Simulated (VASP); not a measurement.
# Ti (P6_3/mmc) in VASP: notebook

The runs below take Ti through relaxation of cell and atoms, single point, with r2SCAN.

Everything below comes from runs of VASP 6.6.1. Logs are shortened: lines on timing, memory, paths and dates and some standing lists are left out, and cuts for length are marked.

### Step 1. The cell of the first run

It takes space group P6_3/mmc (No. 194, hexagonal). The conventional cell has a = 2.936 Å, b = 2.936 Å, c = 4.638 Å, α = 90.00°, β = 90.00°, γ = 120.00°. Ti (site symmetry -6m2) has 12 Ti at 2.87 to 2.94 Å within 3.8 Å.

### Step 2. Relaxation of cell and atoms, r2SCAN

POSCAR

```
Ti
1.0
    2.9361580211      0.0000000000      0.0000000000
   -1.4680790105      2.5427874358      0.0000000000
    0.0000000000      0.0000000000      4.6378511225
Ti
2
Direct
    0.3333333333      0.6666666667      0.2500000000
    0.6666666667      0.3333333333      0.7500000000
```

INCAR.step1

```
ALGO = Normal
EDIFF = 1E-4
ENCUT = 600
GGA = PE
ISMEAR = -1
LASPH = T
LCHARG = F
LREAL = F
LWAVE = T
NELM = 80
PREC = Accurate
SIGMA = 0.15
```

INCAR.step2

```
ALGO = Normal
EDIFF = 1E-7
EDIFFG = -0.001
ENCUT = 600
IBRION = 2
ISIF = 3
ISMEAR = -1
ISTART = 1
LASPH = T
LCHARG = F
LMIXTAU = T
LREAL = F
LWAVE = F
METAGGA = R2SCAN
NELM = 80
NSW = 80
PREC = Accurate
SIGMA = 0.15
```

KPOINTS

```
k-points
0
Gamma
  15 15 8
```

Potentials or basis: VASP PAW PBE potentials, release 64 (Ti_sv).

The run is started by

```
$ cat potpaw_PBE.64/Ti_sv/POTCAR > POTCAR
$ cp INCAR.step1 INCAR
$ mpirun -np 1 vasp_std > vasp.out
$ cp INCAR.step2 INCAR
$ mpirun -np 1 vasp_std > vasp.out
```

OUTCAR:

```text
EDIFF = 1E-7
   EDIFFG = -0.001
   ENCUT = 600
   IBRION = 2
   ISIF = 3
   ISMEAR = -1
   ISTART = 1
   LASPH = T
   LREAL = F
   METAGGA = R2SCAN
   NELM = 80
   NSW = 80
   PREC = Accurate

 ion  position               nearest neighbor table
   1  0.333  0.667  0.250-   2 2.87   2 2.87   2 2.87   2 2.87   2 2.87   2 2.87
   2  0.667  0.333  0.750-   1 2.87   1 2.87   1 2.87   1 2.87   1 2.87   1 2.87

  LATTYP: Found a hexagonal cell.
 ALAT       =     2.9361580211
 C/A-ratio  =     1.5795645497

  Lattice vectors:

 A1 = (   2.9361580211,   0.0000000000,   0.0000000000)
 A2 = (  -1.4680790105,   2.5427874358,   0.0000000000)
 A3 = (   0.0000000000,   0.0000000000,   4.6378511225)

Analysis of symmetry for initial positions (statically):
=====================================================================
 Subroutine PRICEL returns:
 Original cell was already a primitive cell.

 Routine SETGRP: Setting up the symmetry group for a
 hexagonal supercell.

 Subroutine GETGRP returns: Found 24 space group operations
 (whereof 12 operations were pure point group operations)
 out of a pool of 24 trial point group operations.

The static configuration has the point symmetry D_3d.
 The point group associated with its full space group is D_6h.

Analysis of symmetry for dynamics (positions and initial velocities):
=====================================================================
 Subroutine PRICEL returns:
 Original cell was already a primitive cell.

 Routine SETGRP: Setting up the symmetry group for a
 hexagonal supercell.

 Subroutine GETGRP returns: Found 24 space group operations
 (whereof 12 operations were pure point group operations)
 out of a pool of 24 trial point group operations.

The dynamic configuration has the point symmetry D_3d.
 The point group associated with its full space group is D_6h.

 Subroutine INISYM returns: Found 24 space group operations
 (whereof 12 operations are pure point group operations),
 and found     1 'primitive' translations

----------------------------------------------------------------------------------------

                                     Primitive cell

  volume of cell :      34.6263

  direct lattice vectors                    reciprocal lattice vectors
     2.936158021  0.000000000  0.000000000     0.340581124  0.196634604  0.000000000
    -1.468079010  2.542787436  0.000000000     0.000000000  0.393269208  0.000000000
     0.000000000  0.000000000  4.637851122     0.000000000  0.000000000  0.215617098

  length of vectors
     2.936158021  2.936158021  4.637851122     0.393269208  0.393269208  0.215617098

  position of ions in fractional coordinates (direct lattice)
     0.333333333  0.666666667  0.250000000
     0.666666667  0.333333333  0.750000000

  ion indices of the primitive-cell ions
   primitive index   ion index
                 1           1
                 2           2

----------------------------------------------------------------------------------------

 KPOINTS: k-points

Automatic generation of k-mesh.
 Grid dimensions read from file:
 generate k-points for:   15   15    8

 Generating k-lattice:

  Cartesian coordinates                     Fractional coordinates (reciprocal lattice)
     0.022705408  0.013108974  0.000000000     0.066666667  0.000000000  0.000000000
     0.000000000  0.026217947  0.000000000     0.000000000  0.066666667  0.000000000
     0.000000000  0.000000000  0.026952137     0.000000000  0.000000000  0.125000000

  Length of vectors
     0.026217947  0.026217947  0.026952137

  Shift w.r.t. Gamma in fractional coordinates (k-lattice)
     0.000000000  0.000000000  0.000000000

 Subroutine IBZKPT returns following result:
 ===========================================

 Found    135 irreducible k-points:

 Following reciprocal coordinates:
            Coordinates               Weight
  0.000000  0.000000  0.000000      1.000000
  0.066667 -0.000000  0.000000      6.000000
  0.133333  0.000000  0.000000      6.000000
  0.200000 -0.000000  0.000000      6.000000
  0.266667  0.000000  0.000000      6.000000
  0.333333  0.000000  0.000000      6.000000
[... 16 lines left out ...]
  0.333333  0.200000  0.000000     12.000000
  0.400000  0.200000  0.000000      6.000000
 [... further k-points ...]
   k-points           NKPTS =    135   k-points in BZ     NKDIM =    135   number of bands    NBANDS=     16
   number of dos      NEDOS =    301   number of ions     NIONS =      2
   total plane-waves  NPLWV =  23040
   dimension x,y,z NGX =    24 NGY =   24 NGZ =   40
   dimension x,y,z NGXF=    48 NGYF=   48 NGZF=   80
   ions per type =               2
   NGX,Y,Z   is equivalent  to a cutoff of  13.59, 13.59, 14.34 a.u.
   NGXF,Y,Z  is equivalent  to a cutoff of  27.18, 27.18, 28.68 a.u.
 SYSTEM =  unknown system
   PREC   = accura    normal or accurate (medium, high low for compatibility)
   ISTART =      1    job   : 0-new  1-cont  2-samecut
   ICHARG =      0    charge: 1-file 2-atom 10-const
   ISPIN  =      1    spin polarized calculation?
   LNONCOLLINEAR =      F non collinear calculations
   LSORBIT =      F    spin-orbit coupling
   LASPH  =      T    aspherical Exc in radial PAW
   ENCUT  =  600.0 eV  44.10 Ry    6.64 a.u.   5.86  5.86  9.26*2*pi/ulx,y,z
   NELM   =     80;   NELMIN=  2; NELMDL=  0     # of ELM steps
   EDIFF  = 0.1E-06   stopping-criterion for ELM
   LREAL  =      F    real-space projection
   EDIFFG = -.1E-02   stopping-criterion for IOM
   NSW    =     80    number of steps for IOM
   IBRION =      2    ionic relax: 0-MD 1-quasi-New 2-CG
   NFREE  =      1    steps in history (QN), initial steepest desc. (CG)
   ISIF   =      3    stress and relaxation
   ISYM   =      2    0-nonsym 1-usesym 2-fastsym
   POTIM  = 0.5000    time-step for ionic-motion
   TEBEG  =    0.0;   TEEND  =   0.0 temperature during run
   PSTRESS=    0.0 pullay stress
   NELECT =      24.0000    total number of electrons
   NUPDOWN=      -1.0000    fix difference up-down
   EMIN   =  10.00;   EMAX   =-10.00  energy-range for DOS
   EFERMI =   0.00;   METHOD = LEGACY
   ISMEAR =    -1;   SIGMA  =   0.15  broadening in eV -4-tet -1-fermi 0-gaus
   EFERMI_NEDOS =   21; number of points for ismear=-14 and -15
   IALGO  =     38    algorithm
   IMIX   =      4    mixing-type and parameters
     AMIX     =   0.40;   BMIX     =  1.00
     AMIX_MAG =   1.60;   BMIX_MAG =  1.00
  volume/ion in A,a.u.               =      17.31       116.83
  Fermi-wavevector in a.u.,A,eV,Ry     =   1.448805  2.737844 28.559102  2.099035
  Thomas-Fermi vector in A             =   2.566604
   LORBIT       =      0    0 simple, 1 ext, 2 COOP (PROOUT), +10 PAW based schemes
   METAGGA = R2SCAN    functional components
   LHFCALC =     F    Hartree Fock is set to
   AEXX    =    0.0000 exact exchange contribution
   IVDW    =     0    specifies the selected vdW correction
   LEPSILON=     F    determine dielectric tensor
   LRPA    =     F    only Hartree local field effects (RPA)
 conjugate gradient relaxation of ions
 non-spin polarized calculation
  energy-cutoff  :      600.00
  volume of cell :       34.63
 maximum number of plane-waves:      1182
 NGX is ok and might be reduce to    24
   NGX = 11   NGY = 11   NGZ = 19

--------------------------------------- Ionic step        1  -------------------------------------------

 number of electron      23.9999994 magnetization

 Free energy of the ion-electron system (eV)
  ---------------------------------------------------
  ext. energy  EPLUGINS =         0.00000000
  ---------------------------------------------------
  free energy    TOTEN  =       -25.97370069 eV

  energy without entropy =      -25.81171821  energy(sigma->0) =      -25.89270945

------------------------ aborting loop because EDIFF is reached ----------------------------------------

  FORCE on cell =-STRESS in cart. coord.  units (eV):
  Direction    XX          YY          ZZ          XY          YZ          ZX
  --------------------------------------------------------------------------------------
  -------------------------------------------------------------------------------------
  Total        0.1432917      0.1432917      0.1911692      0.0000000     -0.0000000      0.0000000
  in kB        6.6301811      6.6301811      8.8454972      0.0000000     -0.0000000      0.0000000
  external PRESSURE =       7.3686198 kB  Pullay stress =       0.0000000 kB
[... 165 lines left out ...]
  energy  without entropy=      -25.8108324227  energy(sigma->0) =      -25.89253618

--------------------------------------- Ionic step        6  -------------------------------------------

 number of electron      23.9999994 magnetization

 Free energy of the ion-electron system (eV)
  ---------------------------------------------------
  ext. energy  EPLUGINS =         0.00000000
  ---------------------------------------------------
  free energy    TOTEN  =       -25.97424246 eV

  energy without entropy =      -25.81079736  energy(sigma->0) =      -25.89251991

 E-fermi :   8.3262     XC(G=0): -12.3805

 val. band max:        8.3144935549   @ k =   0.1333   0.0667   0.0000
 cond. band min:       8.3436354270   @ k =   0.1333   0.0667   0.1250
 fundamental gap:      0.0291418721
 Fermi energy:         8.3261542047

 k-point     1 :       0.0000    0.0000    0.0000
  band No.  band energies     occupation
      1     -50.8637      2.00000
      2     -50.7214      2.00000
      3     -26.4146      2.00000
      4     -25.7655      2.00000
      5     -25.7655      2.00000
      6     -25.6828      2.00000
[... 8 lines left out ...]
     15       9.7639      0.00014
     16       9.7639      0.00014
[... 420 lines left out ...]
  band No.  band energies     occupation
      1     -50.7271      2.00000
      2     -50.6985      2.00000
      3     -26.2031      2.00000
      4     -26.0804      2.00000
      5     -26.0468      2.00000
      6     -25.9994      2.00000
[... 8 lines left out ...]
     15       9.8189      0.00010
     16      11.5698      0.00000

 [... further k-points ...]

------------------------ aborting loop because EDIFF is reached ----------------------------------------

  FORCE on cell =-STRESS in cart. coord.  units (eV):
  Direction    XX          YY          ZZ          XY          YZ          ZX
  --------------------------------------------------------------------------------------
  -------------------------------------------------------------------------------------
  Total        0.0016745      0.0016745      0.0018097      0.0000000      0.0000000      0.0000000
  in kB        0.0769952      0.0769952      0.0832092      0.0000000      0.0000000      0.0000000
  external PRESSURE =       0.0790666 kB  Pullay stress =       0.0000000 kB
[... 17 lines left out ...]
  FREE ENERGIE OF THE ION-ELECTRON SYSTEM (eV)
  ---------------------------------------------------
  free  energy   TOTEN  =       -25.9742424581 eV

  energy  without entropy=      -25.8107973583  energy(sigma->0) =      -25.89251991

 reached required accuracy - stopping structural energy minimisation
```

Wall time 16 min (1 thread of Intel Xeon Platinum 8375C at 2.90GHz (Ice Lake), shared host); peak memory 0.22 GiB.

What came out:

- Free energy: -25.9742 eV
- Relaxed volume: 17.42 Å³/atom
- Relaxed cell: a = 2.940 Å, b = 2.940 Å, c = 4.653 Å, α = 90.00°, β = 90.00°, γ = 120.00°
- Space group after relaxing (to 0.05 Å): P6_3/mmc (No. 194)
- Energy gained by relaxing: 0.3 meV/atom
- Ionic steps: 6
- Pressure after relaxing: 0.0 GPa
- Band gap on the k mesh: zero (band 12 reaches 9.23 eV, above the bottom of band 13 at 8.02 eV)

Step by step:
```tsv
step	energy change (eV)	largest force (eV/Å)	pressure (GPa)	volume (Å³)
1	0.0000	0.0000	0.74	34.63
2	-0.0002	0.0000	-0.59	35.03
3	-0.0005	0.0000	-0.02	34.85
4	-0.0005	0.0000	0.00	34.85
5	-0.0005	0.0000	0.00	34.85
6	-0.0005	0.0000	0.01	34.84
```

Final structure:
```yaml
crystal:
  lattice:
    - [2.94045, 0.00000, 0.00000]
    - [-1.47023, 2.54651, 0.00000]
    - [0.00000, 0.00000, 4.65346]
  atoms:
    - { symbol: Ti, position: [0.33333, 0.66667, 0.25000] }
    - { symbol: Ti, position: [0.66667, 0.33333, 0.75000] }
```

Levels at points of the mesh, in eV from the Fermi level:
```
           k point  band 8  band 9  band 10  band 11  band 12  band 13  band 14  band 15  band 16
(0.00, 0.00, 0.00)  -33.99   -6.57    -2.81     0.60     0.91     0.91     1.03     1.44     1.44
(0.00, 0.00, 0.50)  -34.04   -4.64    -4.64     0.12     0.12     0.82     0.82     0.82     0.82
```

Caveat: the PAW data sets were made with another functional, which shifts forces and pressure a little.

### Step 3. Single point, r2SCAN

POSCAR is that of step 2.

INCAR.step1

```
SYSTEM = Ti
PREC = Accurate
ENCUT = 520
ISMEAR = 0
SIGMA = 0.1
LREAL = .FALSE.
LASPH = .TRUE.
NELM = 100
NBANDS = 19
GGA = PE
ALGO = Normal
EDIFF = 1E-4
LWAVE = .TRUE.
LCHARG = .FALSE.
```

INCAR.step2

```
SYSTEM = Ti
PREC = Accurate
ENCUT = 520
EDIFF = 1E-6
ISMEAR = 0
SIGMA = 0.1
LREAL = .FALSE.
LASPH = .TRUE.
NELM = 100
ALGO = Normal
ISIF = 2
LWAVE = .FALSE.
LCHARG = .TRUE.
METAGGA = R2SCAN
LMIXTAU = .TRUE.
LELF = .TRUE.
LVHAR = .TRUE.
NBANDS = 19
ISTART = 1
```

KPOINTS

```
Automatic mesh
0
G
  15 15 8
  0 0 0
```

Potentials or basis: VASP PAW PBE potentials, release 64 (Ti_sv).

The run is started by

```
$ cat potpaw_PBE.64/Ti_sv/POTCAR > POTCAR
$ cp INCAR.step1 INCAR
$ mpirun -np 1 vasp_std > vasp.out
$ cp INCAR.step2 INCAR
$ mpirun -np 1 vasp_std > vasp.out
```

It took 3.2 min on 1 thread of Intel Xeon Platinum 8375C at 2.90GHz (Ice Lake), shared host; peak memory 0.21 GiB.

The run converged. Its results:

| Item | Value |
| --- | --- |
| Free energy | -25.9063 eV |
| Pressure | 0.3 GPa |
| Band gap on the k mesh | zero (band 12 reaches 9.30 eV, above the bottom of band 13 at 8.08 eV) |

Levels at points of the mesh, in eV from the Fermi level:
| k point | band 10 | band 11 | band 12 | band 13 | band 14 | band 15 |
| --- | --- | --- | --- | --- | --- | --- |
| (0.00, 0.00, 0.00) | -2.88 | 0.59 | 0.86 | 0.86 | 0.98 | 1.40 |
| (0.00, 0.00, 0.50) | -4.68 | 0.07 | 0.07 | 0.77 | 0.77 | 0.77 |

Caveat: the PAW data sets were made with another functional, which shifts forces and pressure a little.

### Step 4. Single point, r2SCAN

This run uses another cell than the first one, of 17.37 Å³/atom, 1.003 times its volume.

POSCAR

```
Ti
1.0
    2.9375486394      0.0000000000      0.0000000000
   -1.4687743197      2.5439917466      0.0000000000
    0.0000000000      0.0000000000      4.6482925314
Ti
2
Direct
    0.3333333333      0.6666666667      0.2500000000
    0.6666666667      0.3333333333      0.7500000000
```

INCAR.step1

```
SYSTEM = Ti
  PREC = Accurate
  ENCUT = 520
  ISMEAR = -1
  SIGMA = 0.15
  LREAL = .False.
  LASPH = .True.
  NELM = 60
  NBANDS = 19
  GGA = PE
  ALGO = Normal
  EDIFF = 1E-4
  LWAVE = .True.
  LCHARG = .False.
```

INCAR.step2

```
SYSTEM = Ti
  PREC = Accurate
  ENCUT = 520
  EDIFF = 1E-6
  ISMEAR = -1
  SIGMA = 0.15
  LREAL = .False.
  LASPH = .True.
  NELM = 60
  ALGO = Normal
  ISIF = 2
  LWAVE = .False.
  LCHARG = .False.
  METAGGA = R2SCAN
  LMIXTAU = .True.
  NBANDS = 19
  ISTART = 1
```

KPOINTS

```
Automatic mesh
0
Gamma
  15 15 8
  0 0 0
```

The run is started by

```
$ cat potpaw_PBE.64/Ti_sv/POTCAR > POTCAR
$ cp INCAR.step1 INCAR
$ mpirun -np 1 vasp_std > vasp.out
$ cp INCAR.step2 INCAR
$ mpirun -np 1 vasp_std > vasp.out
```

Wall time 3 min (1 thread of Intel Xeon Platinum 8375C at 2.90GHz (Ice Lake), shared host); peak memory 0.21 GiB.

The run converged. Its results:

```
Free energy            : -25.9747 eV
Pressure               : 0.3 GPa
Band gap on the k mesh : zero (band 12 reaches 9.27 eV, above the bottom of band 13 at 8.05 eV)
```

Levels at points of the mesh, in eV from the Fermi level:
```csv
k point,band 8,band 9,band 10,band 11,band 12,band 13,band 14,band 15,band 16,band 17
"(0.00, 0.00, 0.00)",-33.98,-6.58,-2.82,0.61,0.91,0.91,1.03,1.44,1.44,1.87
"(0.00, 0.00, 0.50)",-34.03,-4.64,-4.64,0.12,0.12,0.82,0.82,0.82,0.82,3.08
```

Caveat: the PAW data sets were made with another functional, which shifts forces and pressure a little.

### Step 5. The runs side by side

| task | cell | cutoff (eV) | smearing | gap on the mesh (eV) | pressure (GPa) |
| --- | --- | --- | --- | --- | --- |
| relaxation of cell and atoms | relaxed from a = 2.936, b = 2.936, c = 4.638 Å, angles 90.0, 90.0, 120.0°, 2 atoms | 600 | fermi-dirac 0.15 eV | none | 0.0 |
| single point | a = 2.936, b = 2.936, c = 4.638 Å, angles 90.0, 90.0, 120.0°, 2 atoms | 520 | gaussian 0.1 eV | none | 0.3 |
| single point | a = 2.938, b = 2.938, c = 4.648 Å, angles 90.0, 90.0, 120.0°, 2 atoms | 520 | fermi-dirac 0.15 eV | none | 0.3 |

Alike in all rows: level r2SCAN; potentials or basis VASP PAW PBE potentials, release 64 (Ti_sv); no spin polarisation; k mesh 15 × 15 × 8.

Caveats: the PAW data sets were made with another functional, which shifts forces and pressure a little.

Total energies depend on the potentials used, so only differences within one code and one set of settings carry meaning.
